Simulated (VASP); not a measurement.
Set up this calculation in VASP 6.6.1, as the native input.

* Task: single point
* Functional: PBE
* Dispersion: D3(BJ)
* Potentials or basis: VASP PAW PBE potentials, release 64 (Ag, Cl, H)
* Cutoff: 520 eV
* k mesh: 7 × 7 × 1
* Occupations: gaussian, width 0.05 eV
* Spin: collinear spin, ferromagnetic start
* Starting moments: [0.0, 0.0, 0.0, 0.0, 1.0] μB
* Dipole correction: yes
* Further INCAR settings: ALGO = Normal; EDIFF = 1e-07; NBANDS = 30

The structure of Ag2HCl2 lies in POSCAR:

```
Ag2HCl2
1.0
    3.8966246593      0.0000000000      0.0000000000
    0.0000000000      3.8966246593      0.0000000000
    0.0000000000      0.0000000000     20.1478735173
Ag Cl H
2 2 1
Direct
    0.0000000000      0.0000000000      0.1985321179
    0.5000000000      0.5000000000      0.3337564577
    0.5000000000      0.5000000000      0.1985321179
    0.0000000000      0.0000000000      0.3398807081
    0.0000000000      0.1250000000      0.5036697053
```

These files were run (other wordings do the same):

INCAR

```
SYSTEM = Ag2HCl2
PREC = Accurate
ENCUT = 520
EDIFF = 1E-7
ISMEAR = 0
SIGMA = 0.05
LREAL = .False.
LASPH = .True.
NELM = 150
ALGO = Normal
ISIF = 2
LWAVE = .False.
LCHARG = .False.
ISPIN = 2
MAGMOM = 0 0 0 0 1
LORBIT = 11
LMAXMIX = 4
LDIPOL = .True.
IDIPOL = 3
DIPOL = 0.5 0.5 0.315
GGA = PE
IVDW = 12
NBANDS = 30
```

KPOINTS

```
Automatic mesh
0
Gamma
  7 7 1
  0 0 0
```

Potentials or basis: VASP PAW PBE potentials, release 64 (Ag, Cl, H).

The run is started by

```sh
$ cat potpaw_PBE.64/Ag/POTCAR potpaw_PBE.64/Cl/POTCAR potpaw_PBE.64/H/POTCAR > POTCAR
$ mpirun -np 1 vasp_std > vasp.out
```

Results of the run:

| Item | Value |
| --- | --- |
| Largest force | 0.264 eV/Å |
| Band gap on the k mesh | 1.12 eV, indirect (least direct gap 2.54 eV) |
| Net moment | 1.00 μB per cell |
| Site moments | Ag +0.00; Cl +0.00, +0.01; H +0.38 μB |
| Valence electrons inside the program's atomic spheres | Ag 9.68, 9.69; Cl 5.07; H 0.38 |
| Dispersion energy per atom | -0.178 eV |

Wall time 11 min on 1 thread of Oxide Virtual Turin-like Processor, with other jobs on the host, peak memory 0.54 GiB.
